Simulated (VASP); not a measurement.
# Al in VASP: single point with PBE+D3(BJ)

Aim: the single point of Al with PBE+D3(BJ).

Everything below comes from runs of VASP 6.6.1. Logs are shortened: lines on timing, memory, paths and dates and some standing lists are left out, and cuts for length are marked.

### 1 The cell of the first run

The cell holds a slab with vacuum, 4 atoms: a = 2.911 Å, b = 2.911 Å, c = 26.029 Å, α = 90.00°, β = 90.00°, γ = 90.00°.

### 2 Single point, PBE+D3(BJ)

Contents of INCAR:

```
SYSTEM = Al
ALGO = Normal
DIPOL = 0.5 0.5 0.660
EDIFF = 1E-6
ENCUT = 400
GGA = PE
GGA_COMPAT = .FALSE.
IDIPOL = 3
ISIF = 2
ISMEAR = 1
IVDW = 12
LASPH = .TRUE.
LCHARG = .TRUE.
LDIPOL = .TRUE.
LELF = .TRUE.
LREAL = .FALSE.
LVACPOTAV = .TRUE.
LVHAR = .TRUE.
LWAVE = .FALSE.
NBANDS = 14
NELM = 120
NELMDL = -8
PREC = Accurate
SIGMA = 0.1
```

Contents of KPOINTS:

```
k-points
0
G
  12 12 1
  0 0 0
```

Contents of POSCAR:

```
Al
1.0
    2.9108335801      0.0000000000      0.0000000000
    0.0000000000      2.9108335801      0.0000000000
    0.0000000000      0.0000000000     26.0291690408
Al
4
Direct
    0.0000000000      0.0000000000      0.5475671436
    0.5000000000      0.5000000000      0.6219975063
    0.0000000000      0.0000000000      0.6974703504
    0.5000000000      0.5000000000      0.7748465842
```

Potentials or basis: VASP PAW PBE potentials, release 64 (Al).

Launch:

```console
> cat potpaw_PBE.64/Al/POTCAR > POTCAR
> mpirun -np 1 vasp_std > vasp.out
```

OUTCAR:

```text
SYSTEM = Al
   EDIFF = 1E-6
   ENCUT = 400
   GGA = PE
   ISIF = 2
   ISMEAR = 1
   IVDW = 12
   LASPH = .TRUE.
   LREAL = .FALSE.
   NELM = 120
   NELMDL = -8
   PREC = Accurate
 IVDW          = 12

 ion  position               nearest neighbor table
   1  0.000  0.000  0.548-   2 2.83   2 2.83   2 2.83   2 2.83
   2  0.500  0.500  0.622-   1 2.83   1 2.83   1 2.83   1 2.83   3 2.85   3 2.85   3 2.85   3 2.85

   3  0.000  0.000  0.697-   2 2.85   2 2.85   2 2.85   2 2.85   4 2.88   4 2.88   4 2.88   4 2.88

   4  0.500  0.500  0.775-   3 2.88   3 2.88   3 2.88   3 2.88

  LATTYP: Found a simple tetragonal cell.
 ALAT       =     2.9108335801
 C/A-ratio  =     8.9421701119

  Lattice vectors:

 A1 = (   2.9108335801,   0.0000000000,   0.0000000000)
 A2 = (   0.0000000000,   2.9108335801,   0.0000000000)
 A3 = (   0.0000000000,   0.0000000000,  26.0291690408)

Analysis of symmetry for initial positions (statically):
=====================================================================
 Subroutine PRICEL returns:
 Original cell was already a primitive cell.

 Routine SETGRP: Setting up the symmetry group for a
 simple tetragonal supercell.

 Subroutine GETGRP returns: Found  8 space group operations
 (whereof  8 operations were pure point group operations)
 out of a pool of 16 trial point group operations.

The static configuration has the point symmetry C_4v.

Analysis of symmetry for dynamics (positions and initial velocities):
=====================================================================
 Subroutine PRICEL returns:
 Original cell was already a primitive cell.

 Routine SETGRP: Setting up the symmetry group for a
 simple tetragonal supercell.

 Subroutine GETGRP returns: Found  8 space group operations
 (whereof  8 operations were pure point group operations)
 out of a pool of 16 trial point group operations.

The dynamic configuration has the point symmetry C_4v.

 Subroutine INISYM returns: Found  8 space group operations
 (whereof  8 operations are pure point group operations),
 and found     1 'primitive' translations

----------------------------------------------------------------------------------------

                                     Primitive cell

  volume of cell :     220.5439

  direct lattice vectors                    reciprocal lattice vectors
     2.910833580  0.000000000  0.000000000     0.343544202  0.000000000  0.000000000
     0.000000000  2.910833580  0.000000000     0.000000000  0.343544202  0.000000000
     0.000000000  0.000000000 26.029169041     0.000000000  0.000000000  0.038418437

  length of vectors
     2.910833580  2.910833580 26.029169041     0.343544202  0.343544202  0.038418437
[... 108 lines left out ...]
  Thomas-Fermi vector in A             =   1.679470
   LORBIT       =      0    0 simple, 1 ext, 2 COOP (PROOUT), +10 PAW based schemes
   GGA     = PE    functional components
   LHFCALC =     F    Hartree Fock is set to
   AEXX    =    0.0000 exact exchange contribution
   IVDW    =    12    specifies the selected vdW correction
   LEPSILON=     F    determine dielectric tensor
   LRPA    =     F    only Hartree local field effects (RPA)
 non-spin polarized calculation
 Methfessel and Paxton  Order N= 1 SIGMA  =   0.10
  energy-cutoff  :      400.00
  volume of cell :      220.54
 maximum number of plane-waves:      4054
 NGX is ok and might be reduce to    20
   NGX =  9   NGY =  9   NGZ = 85

 dipolmoment           0.000000      0.000000      0.032544 electrons x Angstroem

 number of electron      11.9999999 magnetization

 dipolmoment           0.000000      0.000000     -0.000881 electrons x Angstroem

 Free energy of the ion-electron system (eV)
  ---------------------------------------------------
  ext. energy  EPLUGINS =         0.00000000
  ---------------------------------------------------
  free energy    TOTEN  =       -13.93487524 eV

  energy without entropy =      -13.93252460  energy(sigma->0) =      -13.93409169

 E-fermi :  -0.4751     XC(G=0):  -3.8548

 val. band max:       -0.4842535575   @ k =   0.5000   0.4167   0.0000
 cond. band min:      -0.4713512358   @ k =   0.5000   0.5000   0.0000
 fundamental gap:      0.0129023217
 Fermi energy:        -0.4751367193

 k-point     1 :       0.0000    0.0000    0.0000
  band No.  band energies     occupation
      1     -11.1118      2.00000
      2      -9.6857      2.00000
      3      -7.4450      2.00000
      4      -4.5515      2.00000
      5      -2.2324      2.00000
      6       1.2569     -0.00000
      7       3.0201      0.00000
      8       3.7749      0.00000
      9       3.9259      0.00000
     10       4.8437      0.00000
     11       4.8966      0.00000
     12       4.8966      0.00000
     13       5.1106      0.00000
     14       5.1404      0.00000
[... 377 lines left out ...]
      1      -6.2411      2.00000
      2      -4.8574      2.00000
      3      -3.5245      2.00000
      4      -2.6756      2.00000
      5      -2.1725      2.00000
      6      -0.4964      1.35029
      7      -0.1652     -0.00011
      8       0.3014     -0.00000
      9       0.8640     -0.00000
     10       2.0962      0.00000
     11       2.2464      0.00000
     12       3.0288      0.00000
     13       3.0681      0.00000
     14       3.4821      0.00000

 [... further k-points ...]

------------------------ aborting loop because EDIFF is reached ----------------------------------------

 Edisp (eV)   -0.94071

 E8    (eV) :    -0.4383

  FORCE on cell =-STRESS in cart. coord.  units (eV):
  Direction    XX          YY          ZZ          XY          YZ          ZX
  --------------------------------------------------------------------------------------
  -------------------------------------------------------------------------------------
  Total      -3.10226    -3.10226    -0.24331     0.00000     0.00000    -0.00000
  in kB     -22.53687   -22.53687    -1.76754     0.00000     0.00000    -0.00000
  external pressure =      -15.61 kB  Pullay stress =        0.00 kB

 VOLUME and BASIS-vectors are now :
 -----------------------------------------------------------------------------
  energy-cutoff  :      400.00
  volume of cell :      220.54
      direct lattice vectors                 reciprocal lattice vectors
     2.910833580  0.000000000  0.000000000     0.343544202  0.000000000  0.000000000
     0.000000000  2.910833580  0.000000000     0.000000000  0.343544202  0.000000000
     0.000000000  0.000000000 26.029169041     0.000000000  0.000000000  0.038418437

 POSITION                                       TOTAL-FORCE (eV/Angst)
 -----------------------------------------------------------------------------------
      0.00000      0.00000     14.25272        -0.000000     -0.000000     -0.105640
      1.45542      1.45542     16.19008         0.000000      0.000000      0.272106
      0.00000      0.00000     18.15457         0.000000     -0.000000     -0.112401
      1.45542      1.45542     20.16861         0.000000     -0.000000     -0.054065
 -----------------------------------------------------------------------------------
    total drift:                               -0.000000     -0.000000     -0.000010

  FREE ENERGIE OF THE ION-ELECTRON SYSTEM (eV)
  ---------------------------------------------------
  free  energy   TOTEN  =       -14.8755810784 eV

  energy  without entropy=      -14.8732304362  energy(sigma->0) =      -14.87479753

 vacuum level on the upper side and lower side of the slab         3.745         3.764
```

stdout:

```text
POSCAR found type information on POSCAR Al
 POSCAR found :  1 types and       4 ions
 scaLAPACK will be used
 LDA part: xc-table for (Slater+PW92), standard interpolation
 POSCAR, INCAR and KPOINTS ok, starting setup
 FFT: planning ... GRIDC
 FFT: planning ... GRID_SOFT
 FFT: planning ... GRID
 WAVECAR not read
 entering main loop
 -----------------------------------------------------------------------------
|                                                                             |
|           W    W    AA    RRRRR   N    N  II  N    N   GGGG   !!!           |
|           W    W   A  A   R    R  NN   N  II  NN   N  G    G  !!!           |
|           W    W  A    A  R    R  N N  N  II  N N  N  G       !!!           |
|           W WW W  AAAAAA  RRRRR   N  N N  II  N  N N  G  GGG   !            |
|           WW  WW  A    A  R   R   N   NN  II  N   NN  G    G                |
|           W    W  A    A  R    R  N    N  II  N    N   GGGG   !!!           |
|                                                                             |
|     Did not find any points to average over, which means that no vacuum     |
|     field-free region was found. Please increase the size of  your cell     |
|     in the dimension of the dipole correction to obtain accurate            |
|     workfunction values.                                                    |
|                                                                             |
 -----------------------------------------------------------------------------
```

It took 2.6 min on 1 thread of AMD EPYC 7R13, shared host; peak memory 0.23 GiB.

Results:

```
Free energy                : -14.8756 eV
Largest force              : 0.272 eV/Å
Band gap on the k mesh     : zero (band 6 reaches 1.47 eV, above the bottom of band 7 at -1.39 eV)
Dispersion energy per atom : -0.235 eV
```

Forces on the atoms (eV/Å):
```
Al   0.000  0.000 -0.106
Al   0.000  0.000  0.272
Al   0.000  0.000 -0.112
Al   0.000  0.000 -0.054
```

Levels at points of the mesh, in eV from the Fermi level:
| k point | band 3 | band 4 | band 5 | band 6 | band 7 | band 8 | band 9 | band 10 |
| --- | --- | --- | --- | --- | --- | --- | --- | --- |
| (0.00, 0.00, 0.00) | -6.97 | -4.08 | -1.76 | 1.73 | 3.50 | 4.25 | 4.40 | 5.32 |
| (0.50, 0.00, 0.00) | -4.96 | -4.94 | -2.79 | -2.76 | 0.07 | 0.09 | 2.42 | 2.46 |
| (0.50, 0.50, 0.00) | -1.53 | -1.46 | -1.40 | -1.40 | -0.04 | 0.00 | 0.70 | 0.70 |
